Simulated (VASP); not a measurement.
# RbCl: single point with PBE

Crystal: RbCl.

```
Rb Cl
1.0
     0.00000    3.27400    3.27400
     3.27400    0.00000    3.27400
     3.27400    3.27400    0.00000
Rb Cl
1 1
Cartesian
  0.0000 0.0000 0.0000
  3.2740 3.2740 3.2740
```

```json
{
 "Program": "VASP 6.6.1",
 "Task": "single point",
 "Functional": "PBE",
 "Potentials or basis": "VASP PAW PBE potentials, release 64 (Rb_sv, Cl)",
 "Cutoff": "500 eV",
 "k mesh": "5 × 5 × 5",
 "Occupations": "gaussian, width 0.01 eV",
 "Spin": "no spin polarisation"
}
```

```
Pressure               : 1.2 GPa
Band gap on the k mesh : 5.05 eV, direct
```

Levels at points of the mesh, in eV from the valence-band top:
```csv
k point,band 6,band 7,band 8,band 9,band 10,band 11
"(0.00, 0.00, 0.00)",0.00,0.00,0.00,5.05,8.00,8.00
```

Run time: 17 s on 1 thread of AMD EPYC 7R13 Processor (Zen 3), with other jobs on the host, peak memory 0.17 GiB.

PBE gaps usually lie below the measured ones, often by a third to a half.
